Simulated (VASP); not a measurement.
# B3C2Br (P4mm) in VASP: relaxation of cell and atoms with PBE

Aim: the relaxation of cell and atoms of B3C2Br with PBE.

Program: VASP 6.6.1. These are calculated values, not measurements. Logs are shortened: lines on timing, memory, paths and dates and some standing lists are left out, and cuts for length are marked.

## (1) The cell of the first run

Symmetry: P4mm, No. 99, tetragonal system. The conventional cell has a = 4.441 Å, b = 4.441 Å, c = 4.871 Å, α = 90.00°, β = 90.00°, γ = 90.00°. Within 1.7 Å of B (site symmetry 4mm) lie 1 B at 1.29 Å and 1 Br at 1.51 Å. B (site symmetry 4mm) has 4 C at 2.64 Å and 4 Br at 3.28 Å and 4 B at 3.33 Å within 3.5 Å. B (site symmetry 4mm) has 1 B at 1.29 Å within 1.7 Å. C (site symmetry 2mm) has 6 B at 2.24 to 2.64 Å within 3.0 Å. Br (site symmetry 4mm) has 2 B at 1.51 to 2.08 Å within 2.1 Å.

The cell was built from a structure type or drawn by symmetry, and may not be a known phase.

## (2) Relaxation of cell and atoms, PBE, collinear spin

INCAR

```
PREC = Accurate
ENCUT = 600
EDIFF = 1E-7
ISMEAR = 0
SIGMA = 0.1
LREAL = F
LASPH = T
NELM = 150
ALGO = Normal
ISIF = 3
LWAVE = F
LCHARG = F
ISPIN = 2
MAGMOM = 0 0 0 1 1 0
LORBIT = 11
GGA = PE
IBRION = 2
NSW = 90
EDIFFG = -0.04
```

KPOINTS

```
regular mesh
0
Gamma
  4 4 4
```

POSCAR

```
B3C2Br
1.0
    4.4407195300      0.0000000000      0.0000000000
    0.0000000000      4.4407195300      0.0000000000
    0.0000000000      0.0000000000      4.8711756700
B C Br
3 2 1
Direct
    0.0000000000      0.0000000000      0.4867503800
    0.5000000000      0.5000000000      0.9798233800
    0.0000000000      0.0000000000      0.7510505800
    0.5000000000      0.0000000000      0.6874388700
    0.0000000000      0.5000000000      0.6874388700
    0.0000000000      0.0000000000      0.1773562600
```

Potentials or basis: VASP PAW PBE potentials, release 64 (B, C, Br).

Started as:

```bash
> cat potpaw_PBE.64/B/POTCAR potpaw_PBE.64/C/POTCAR potpaw_PBE.64/Br/POTCAR > POTCAR
> mpirun -np 1 vasp_std > vasp.out
```

OUTCAR:

```text
PREC = Accurate
   ENCUT = 600
   EDIFF = 1E-7
   ISMEAR = 0
   LREAL = F
   LASPH = T
   NELM = 150
   ISIF = 3
   ISPIN = 2
   LORBIT = 11
   GGA = PE
   IBRION = 2
   NSW = 90
   EDIFFG = -0.04

 ion  position               nearest neighbor table
   1  0.000  0.000  0.487-   3 1.29   6 1.51
   2  0.500  0.500  0.980-
   3  0.000  0.000  0.751-   1 1.29   6 2.08
   4  0.500  0.000  0.687-
   5  0.000  0.500  0.687-
   6  0.000  0.000  0.177-   1 1.51   3 2.08

  LATTYP: Found a simple tetragonal cell.
 ALAT       =     4.4407195300
 C/A-ratio  =     1.0969338723

  Lattice vectors:

 A1 = (   4.4407195300,   0.0000000000,   0.0000000000)
 A2 = (   0.0000000000,   4.4407195300,   0.0000000000)
 A3 = (   0.0000000000,   0.0000000000,   4.8711756700)

Analysis of symmetry for initial positions (statically):
=====================================================================
 Subroutine PRICEL returns:
 Original cell was already a primitive cell.

 Routine SETGRP: Setting up the symmetry group for a
 simple tetragonal supercell.

 Subroutine GETGRP returns: Found  8 space group operations
 (whereof  8 operations were pure point group operations)
 out of a pool of 16 trial point group operations.

The static configuration has the point symmetry C_4v.

Analysis of symmetry for dynamics (positions and initial velocities):
=====================================================================
 Subroutine PRICEL returns:
 Original cell was already a primitive cell.

 Routine SETGRP: Setting up the symmetry group for a
 simple tetragonal supercell.

 Subroutine GETGRP returns: Found  8 space group operations
 (whereof  8 operations were pure point group operations)
 out of a pool of 16 trial point group operations.

The dynamic configuration has the point symmetry C_4v.

Analysis of structural, dynamic, and magnetic symmetry:
=====================================================================
 Subroutine PRICEL returns:
 Original cell was already a primitive cell.

 Routine SETGRP: Setting up the symmetry group for a
 simple tetragonal supercell.

 Subroutine GETGRP returns: Found  8 space group operations
 (whereof  8 operations were pure point group operations)
 out of a pool of 16 trial point group operations.

The overall configuration has the point symmetry C_4v.

 Subroutine INISYM returns: Found  8 space group operations
 (whereof  8 operations are pure point group operations),
 and found     1 'primitive' translations

----------------------------------------------------------------------------------------

                                     Primitive cell

  volume of cell :      96.0595

  direct lattice vectors                    reciprocal lattice vectors
     4.440719530  0.000000000  0.000000000     0.225188732  0.000000000  0.000000000
     0.000000000  4.440719530  0.000000000     0.000000000  0.225188732  0.000000000
     0.000000000  0.000000000  4.871175670     0.000000000  0.000000000  0.205289250

  length of vectors
     4.440719530  4.440719530  4.871175670     0.225188732  0.225188732  0.205289250

  position of ions in fractional coordinates (direct lattice)
     0.000000000  0.000000000  0.486750380
     0.500000000  0.500000000  0.979823380
     0.000000000  0.000000000  0.751050580
     0.500000000  0.000000000  0.687438870
     0.000000000  0.500000000  0.687438870
     0.000000000  0.000000000  0.177356260

  ion indices of the primitive-cell ions
   primitive index   ion index
                 1           1
                 2           2
                 3           3
                 4           4
                 5           5
                 6           6

----------------------------------------------------------------------------------------

 KPOINTS: regular mesh

Automatic generation of k-mesh.
 Grid dimensions read from file:
 generate k-points for:    4    4    4

 Generating k-lattice:

  Cartesian coordinates                     Fractional coordinates (reciprocal lattice)
     0.056297183  0.000000000  0.000000000     0.250000000  0.000000000  0.000000000
     0.000000000  0.056297183  0.000000000     0.000000000  0.250000000  0.000000000
     0.000000000  0.000000000  0.051322313     0.000000000  0.000000000  0.250000000

  Length of vectors
     0.056297183  0.056297183  0.051322313

  Shift w.r.t. Gamma in fractional coordinates (k-lattice)
     0.000000000  0.000000000  0.000000000

 Subroutine IBZKPT returns following result:
 ===========================================

 Found     18 irreducible k-points:

 Following reciprocal coordinates:
            Coordinates               Weight
  0.000000  0.000000  0.000000      1.000000
  0.250000  0.000000  0.000000      4.000000
  0.500000  0.000000  0.000000      2.000000
  0.250000  0.250000  0.000000      4.000000
  0.500000  0.250000  0.000000      4.000000
  0.500000  0.500000  0.000000      1.000000
[... 10 lines left out ...]
  0.500000  0.250000  0.500000      4.000000
  0.500000  0.500000  0.500000      1.000000
   k-points           NKPTS =     18   k-points in BZ     NKDIM =     18   number of bands    NBANDS=     17
   number of dos      NEDOS =    301   number of ions     NIONS =      6
   total plane-waves  NPLWV =  51840
   dimension x,y,z NGX =    36 NGY =   36 NGZ =   40
   dimension x,y,z NGXF=    72 NGYF=   72 NGZF=   80
   ions per type =               3   2   1
   NGX,Y,Z   is equivalent  to a cutoff of  13.48, 13.48, 13.65 a.u.
   NGXF,Y,Z  is equivalent  to a cutoff of  26.95, 26.95, 27.30 a.u.
 SYSTEM =  unknown system
   PREC   = accura    normal or accurate (medium, high low for compatibility)
   ISTART =      0    job   : 0-new  1-cont  2-samecut
   ICHARG =      2    charge: 1-file 2-atom 10-const
   ISPIN  =      2    spin polarized calculation?
   LNONCOLLINEAR =      F non collinear calculations
   LSORBIT =      F    spin-orbit coupling
   LASPH  =      T    aspherical Exc in radial PAW
   ENCUT  =  600.0 eV  44.10 Ry    6.64 a.u.   8.87  8.87  9.73*2*pi/ulx,y,z
   NELM   =    150;   NELMIN=  2; NELMDL= -5     # of ELM steps
   EDIFF  = 0.1E-06   stopping-criterion for ELM
   LREAL  =      F    real-space projection
   EDIFFG = -.4E-01   stopping-criterion for IOM
   NSW    =     90    number of steps for IOM
   IBRION =      2    ionic relax: 0-MD 1-quasi-New 2-CG
   NFREE  =      1    steps in history (QN), initial steepest desc. (CG)
   ISIF   =      3    stress and relaxation
   ISYM   =      2    0-nonsym 1-usesym 2-fastsym
   POTIM  = 0.5000    time-step for ionic-motion
   TEBEG  =    0.0;   TEEND  =   0.0 temperature during run
   PSTRESS=    0.0 pullay stress
   NELECT =      24.0000    total number of electrons
   NUPDOWN=      -1.0000    fix difference up-down
   EMIN   =  10.00;   EMAX   =-10.00  energy-range for DOS
   EFERMI =   0.00;   METHOD = LEGACY
   ISMEAR =     0;   SIGMA  =   0.10  broadening in eV -4-tet -1-fermi 0-gaus
   EFERMI_NEDOS =   21; number of points for ismear=-14 and -15
   IALGO  =     38    algorithm
   IMIX   =      4    mixing-type and parameters
     AMIX     =   0.40;   BMIX     =  1.00
     AMIX_MAG =   1.60;   BMIX_MAG =  1.00
  volume/ion in A,a.u.               =      16.01       108.04
  Fermi-wavevector in a.u.,A,eV,Ry     =   1.031094  1.948486 14.465110  1.063156
  Thomas-Fermi vector in A             =   2.165225
   LORBIT       =     11    0 simple, 1 ext, 2 COOP (PROOUT), +10 PAW based schemes
   GGA     = PE    functional components
   LHFCALC =     F    Hartree Fock is set to
   AEXX    =    0.0000 exact exchange contribution
   IVDW    =     0    specifies the selected vdW correction
   LEPSILON=     F    determine dielectric tensor
   LRPA    =     F    only Hartree local field effects (RPA)
 conjugate gradient relaxation of ions
 spin polarized calculation
 Gauss-broadening in eV      SIGMA  =   0.10
  energy-cutoff  :      600.00
  volume of cell :       96.06
 maximum number of plane-waves:      3228
 NGX is ok and might be reduce to    36
   NGX = 17   NGY = 17   NGZ = 19

--------------------------------------- Ionic step        1  -------------------------------------------

 number of electron      23.9999999 magnetization       1.2232521

 Free energy of the ion-electron system (eV)
  ---------------------------------------------------
  ext. energy  EPLUGINS =         0.00000000
  ---------------------------------------------------
  free energy    TOTEN  =       -16.88587687 eV

  energy without entropy =      -16.86693633  energy(sigma->0) =      -16.87640660

------------------------ aborting loop because EDIFF is reached ----------------------------------------

  FORCE on cell =-STRESS in cart. coord.  units (eV):
  Direction    XX          YY          ZZ          XY          YZ          ZX
  --------------------------------------------------------------------------------------
  -------------------------------------------------------------------------------------
  Total      -10.5164737    -10.5164737     46.9496283      0.0000000      0.0000000      0.0000000
  in kB     -175.4043027   -175.4043027    783.0730175      0.0000000      0.0000000      0.0000000
  external PRESSURE =     144.0881374 kB  Pullay stress =       0.0000000 kB
[... 2288 lines left out ...]
      4      -7.6241      1.00000
      5      -5.0099      1.00000
      6      -3.0245      1.00000
[... 9 lines left out ...]
     16       7.7321      0.00000
     17       9.4958      0.00000

[... ionic steps 4 to 58 ...]

--------------------------------------- Ionic step       59  -------------------------------------------

 number of electron      24.0000002 magnetization       0.0000000

 number of electron      24.0000002 magnetization      -0.0000000
[... 81 lines left out ...]
 number of electron      24.0000002 magnetization      -0.0000000

 number of electron      24.0000002 magnetization       0.0000000

 Free energy of the ion-electron system (eV)
  ---------------------------------------------------
  ext. energy  EPLUGINS =         0.00000000
  ---------------------------------------------------
  free energy    TOTEN  =       -32.59519039 eV

  energy without entropy =      -32.58849264  energy(sigma->0) =      -32.59184152

 E-fermi :   3.7098     XC(G=0):  -9.5280

 val. band max:        3.5835259655   @ k =   0.0000   0.0000   0.5000
 cond. band min:       3.7536343186   @ k =   0.5000   0.2500   0.2500
 fundamental gap:      0.1701083530
 Fermi energy:         3.7097798734
[... 756 lines left out ...]
  FREE ENERGIE OF THE ION-ELECTRON SYSTEM (eV)
  ---------------------------------------------------
  free  energy   TOTEN  =       -32.5951903906 eV

  energy  without entropy=      -32.5884926403  energy(sigma->0) =      -32.59184152

 reached required accuracy - stopping structural energy minimisation

 total charge

# of ion       s       p       d       tot
------------------------------------------
    1        0.797   0.994   0.000   1.791
    2        0.668   1.159   0.000   1.827
    3        0.657   1.268   0.000   1.926
    4        0.938   1.417   0.000   2.355
    5        0.938   1.417   0.000   2.355
    6        1.627   3.265   0.063   4.954
--------------------------------------------------
tot          5.626   9.518   0.063  15.207

 magnetization (x)

# of ion       s       p       d       tot
------------------------------------------
    1        0.000  -0.000   0.000  -0.000
    2        0.000  -0.000   0.000  -0.000
    3       -0.000   0.000   0.000   0.000
    4       -0.000   0.000   0.000   0.000
    5       -0.000   0.000   0.000   0.000
    6       -0.000   0.000  -0.000   0.000
--------------------------------------------------
tot          0.000  -0.000  -0.000  -0.000
```

Run time: 32 min. Hardware: 1 thread of Intel Xeon Platinum 8488C (Sapphire Rapids), shared host; peak memory 0.3 GiB.

What came out:

| Item | Value |
| --- | --- |
| Free energy | -32.5952 eV |
| Relaxed volume | 13.06 Å³/atom |
| Relaxed cell | a = 3.264 Å, b = 3.264 Å, c = 7.356 Å, α = 90.00°, β = 90.00°, γ = 90.00° |
| Space group after relaxing (to 0.1 Å) | P4mm (No. 99) |
| Pressure after relaxing | 0.0 GPa |
| Largest force after relaxing | 0.018 eV/Å |
| Band gap on the k mesh | zero (filled and empty bands overlap) |
| Net moment | 0.00 μB per cell |
| Valence electrons inside the program's atomic spheres | B 1.79, 1.83, 1.93; C 2.35; Br 4.95 |

Forces on the atoms (eV/Å):
```
B    0.000  0.000 -0.012
B    0.000  0.000  0.011
B    0.000  0.000  0.018
C    0.000  0.000 -0.004
C    0.000  0.000 -0.004
Br   0.000  0.000 -0.010
```

Final structure:
```cif
data_structure
_symmetry_space_group_name_H-M 'P 1'
_symmetry_Int_Tables_number 1
_cell_length_a 3.2640
_cell_length_b 3.2640
_cell_length_c 7.3564
_cell_angle_alpha 90.000
_cell_angle_beta 90.000
_cell_angle_gamma 90.000
_cell_volume 78.37
loop_
_atom_site_label
_atom_site_type_symbol
_atom_site_fract_x
_atom_site_fract_y
_atom_site_fract_z
_atom_site_occupancy
B1 B 0.00000 0.00000 0.46461 1
B2 B 0.50000 0.50000 0.83823 1
B3 B 0.00000 0.00000 0.68156 1
C1 C 0.50000 0.00000 0.78382 1
C2 C 0.00000 0.50000 0.78382 1
Br1 Br 0.00000 0.00000 0.21781 1
```

Caveat: the volume moved by over 15 % at a fixed basis, so the end points are rough.
